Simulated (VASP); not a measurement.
# Re (P6/mmm) in VASP: notebook, part 2 of 2

VASP 6.6.1.

## 3. Single point, PBE

This run uses another cell than the first one, of 16.34 Å³/atom, 1.053 times its volume.

INCAR reads:

```
PREC     = Accurate       # precision mode
ENCUT    = 520            # plane-wave cutoff, eV
EDIFF    = 1E-6           # SCF threshold, eV
ISMEAR   = -1             # smearing method
SIGMA    = 0.08           # smearing width, eV
LREAL    = F              # projectors in reciprocal space
LASPH    = T              # aspherical terms in the spheres
NELM     = 80             # most SCF steps
ALGO     = Normal         # electronic algorithm
ISIF     = 2              # what is computed and relaxed
LWAVE    = F              # write WAVECAR
LCHARG   = F              # write CHGCAR
GGA      = PE             # functional
NBANDS   = 10             # bands
```

KPOINTS reads:

```
Automatic mesh
0
Gamma
  16 16 15
```

POSCAR reads:

```
Re
1.0
    2.7641528354      0.0000000000      0.0000000000
   -1.3820764177      2.3938265754      0.0000000000
    0.0000000000      0.0000000000      2.4693650087
Re
1
Direct
    0.0000000000      0.0000000000      0.0000000000
```

Potentials or basis: VASP PAW PBE potentials, release 64 (Re).

The run is started by

```
> cat potpaw_PBE.64/Re/POTCAR > POTCAR
> mpirun -np 1 vasp_std > vasp.out
```

OUTCAR:

```text
PREC = Accurate
   ENCUT = 520
   EDIFF = 1E-6
   ISMEAR = -1
   LREAL = F
   LASPH = T
   NELM = 80
   ISIF = 2
   GGA = PE

 ion  position               nearest neighbor table
   1  0.000  0.000  0.000-

  LATTYP: Found a hexagonal cell.
 ALAT       =     2.7641528354
 C/A-ratio  =     0.8933532825

  Lattice vectors:

 A1 = (   2.7641528354,   0.0000000000,   0.0000000000)
 A2 = (  -1.3820764177,   2.3938265754,   0.0000000000)
 A3 = (   0.0000000000,   0.0000000000,   2.4693650087)

[... 481 lines left out ...]
      2       2.8857      2.00000
      3       3.7401      2.00000
      4       8.6392      0.00000
      5      10.0475      0.00000
      6      10.4750      0.00000
      7      16.5774      0.00000
      8      19.3274      0.00000
      9      27.1509      0.00000
     10      31.2081      0.00000

 [... further k-points ...]
[... 5 lines left out ...]
  --------------------------------------------------------------------------------------
  -------------------------------------------------------------------------------------
  Total       -0.0052711     -0.0052711     -0.2743001      0.0000000      0.0000000     -0.0000000
  in kB       -0.5168596     -0.5168596    -26.8965477      0.0000000      0.0000000     -0.0000000
  external PRESSURE =      -9.3100890 kB  Pullay stress =       0.0000000 kB

 VOLUME and BASIS-vectors are now :
 -----------------------------------------------------------------------------
  energy-cutoff  :      520.00
  volume of cell :       16.34
      direct lattice vectors                 reciprocal lattice vectors
     2.764152835  0.000000000  0.000000000     0.361774496  0.208870603  0.000000000
    -1.382076418  2.393826575  0.000000000     0.000000000  0.417741206  0.000000000
     0.000000000  0.000000000  2.469365009     0.000000000  0.000000000  0.404962408

 POSITION                                       TOTAL-FORCE (eV/Angst)
 -----------------------------------------------------------------------------------
      0.00000      0.00000      0.00000         0.000000      0.000000      0.000000
 -----------------------------------------------------------------------------------
    total drift:                                0.000000      0.000000      0.000000

  FREE ENERGIE OF THE ION-ELECTRON SYSTEM (eV)
  ---------------------------------------------------
  free  energy   TOTEN  =       -11.4006600150 eV

  energy  without entropy=      -11.3733798526  energy(sigma->0) =      -11.38701993
```

OSZICAR:

```text
N       E                     dE             d eps       ncg     rms          rms(c)
DAV:   1     0.575010650513E+01    0.57501E+01   -0.34025E+03  7554   0.746E+02
DAV:   2    -0.115317333117E+02   -0.17282E+02   -0.16172E+02  7340   0.152E+02
DAV:   3    -0.119136116479E+02   -0.38188E+00   -0.35978E+00  8086   0.375E+01
DAV:   4    -0.119165409208E+02   -0.29293E-02   -0.29245E-02  7830   0.166E+00
DAV:   5    -0.119165487657E+02   -0.78449E-05   -0.78442E-05  7018   0.371E-02    0.257E+01
DAV:   6    -0.115283379205E+02    0.38821E+00   -0.38298E-01  7628   0.151E+01    0.109E+01
DAV:   7    -0.114049934636E+02    0.12334E+00   -0.26515E-01  7672   0.121E+01    0.376E-01
DAV:   8    -0.114008302771E+02    0.41632E-02   -0.25487E-03  6898   0.393E-01    0.884E-02
DAV:   9    -0.114006536738E+02    0.17660E-03   -0.17149E-04  6938   0.939E-02    0.227E-02
DAV:  10    -0.114006597941E+02   -0.61203E-05   -0.90639E-06  7712   0.248E-02    0.440E-03
DAV:  11    -0.114006600150E+02   -0.22092E-06   -0.26054E-07  3672   0.106E-02
   1 F= -.11400660E+02 E0= -.11387020E+02  d E =-.272802E-01
```

stdout:

```text
POSCAR found type information on POSCAR Re
 POSCAR found :  1 types and       1 ions
 scaLAPACK will be used
 LDA part: xc-table for (Slater+PW92), standard interpolation
 POSCAR, INCAR and KPOINTS ok, starting setup
 FFT: planning ... GRIDC
 FFT: planning ... GRID_SOFT
 FFT: planning ... GRID
 WAVECAR not read
 entering main loop
```

Wall time 25 s (1 thread of Intel Xeon Platinum 8259CL at 2.50GHz (Skylake/Cascade Lake), shared host); peak memory 0.16 GiB.

What came out:

| Quantity | Value |
| --- | --- |
| Free energy | -11.4007 eV |
| Pressure | -0.9 GPa |

Levels at points of the mesh, in eV from the Fermi level:
| k point | band 1 | band 2 | band 3 | band 4 | band 5 | band 6 | band 7 | band 8 |
| --- | --- | --- | --- | --- | --- | --- | --- | --- |
| (0.00, 0.00, 0.00) | -9.54 | -5.60 | -1.84 | -1.84 | 3.90 | 3.90 | 13.34 | 16.83 |
| (0.50, 0.00, 0.00) | -6.39 | -4.93 | -0.46 | 0.91 | 3.24 | 3.68 | 7.92 | 12.38 |

Caveat: spin-orbit coupling is left out, which moves the levels of the heavy elements.

## 4. Single point, PBE

This run uses another cell than the first one, of 16.34 Å³/atom, 1.053 times its volume.

INCAR reads:

```
SYSTEM = Re
PREC     = Accurate       ! precision mode
ENCUT    = 520            ! plane-wave cutoff, eV
EDIFF    = 1E-6           ! SCF threshold, eV
ISMEAR   = -1             ! smearing method
SIGMA    = 0.08           ! smearing width, eV
LREAL    = .False.        ! projectors in reciprocal space
LASPH    = .True.         ! aspherical terms in the spheres
NELM     = 100            ! most SCF steps
ALGO     = Normal         ! electronic algorithm
ISIF     = 2              ! what is computed and relaxed
LWAVE    = .False.        ! write WAVECAR
LCHARG   = .False.        ! write CHGCAR
GGA      = PE             ! functional
NBANDS   = 10             ! bands
```

KPOINTS reads:

```
Automatic mesh
0
Gamma
  16 16 15
  0 0 0
```

POSCAR is that of step 3.

The run is started by

```
> cat potpaw_PBE.64/Re/POTCAR > POTCAR
> mpirun -np 1 vasp_std > vasp.out
```

It took 26 s on 1 thread of Intel Xeon Platinum 8259CL at 2.50GHz (Skylake/Cascade Lake), shared host; peak memory 0.16 GiB.

The run converged. Its results:

| Property | Result |
| --- | --- |
| Free energy | -11.4007 eV |
| Pressure | -0.9 GPa |

Stress tensor (GPa, compression positive):
```
-0.05  0.00  0.00
 0.00 -0.05  0.00
 0.00  0.00 -2.69
```

Levels at points of the mesh, in eV from the Fermi level:
| k point | band 1 | band 2 | band 3 | band 4 | band 5 | band 6 | band 7 | band 8 |
| --- | --- | --- | --- | --- | --- | --- | --- | --- |
| (0.00, 0.00, 0.00) | -9.54 | -5.60 | -1.84 | -1.84 | 3.90 | 3.90 | 13.34 | 16.83 |
| (0.50, 0.00, 0.00) | -6.39 | -4.93 | -0.46 | 0.91 | 3.24 | 3.68 | 7.92 | 12.38 |

Caveat: spin-orbit coupling is left out, which moves the levels of the heavy elements.

## 5. Relaxation of shape and atoms at fixed volume, PBE

This run uses another cell than the first one, of 6.54 Å³/atom, 0.421 times its volume.

INCAR reads:

```
  ALGO = Normal
  EDIFF = 1E-6
  EDIFFG = -0.005
  ENCUT = 600
  GGA = PE
  IBRION = 2
  ISIF = 4
  ISMEAR = -1
  LASPH = True
  LCHARG = False
  LREAL = False
  LWAVE = False
  NELM = 60
  NSW = 50
  PREC = Accurate
  SIGMA = 0.08
```

KPOINTS reads:

```
k-points
0
Gamma
  16 16 15
```

POSCAR reads:

```
Re
1.0
    2.0366452225      0.0000000000      0.0000000000
   -1.0183226113      1.7637865012      0.0000000000
    0.0000000000      0.0000000000      1.8194436947
Re
1
Direct
    0.0000000000      0.0000000000      0.0000000000
```

The run is started by

```
> cat potpaw_PBE.64/Re/POTCAR > POTCAR
> mpirun -np 1 vasp_std > vasp.out
```

Wall time 24 s (1 thread of Intel Xeon Platinum 8259CL at 2.50GHz (Skylake/Cascade Lake), shared host); peak memory 0.13 GiB.

The run converged, but its numbers aren't listed here, since they failed a check.

Caveat: spin-orbit coupling is left out, which moves the levels of the heavy elements.
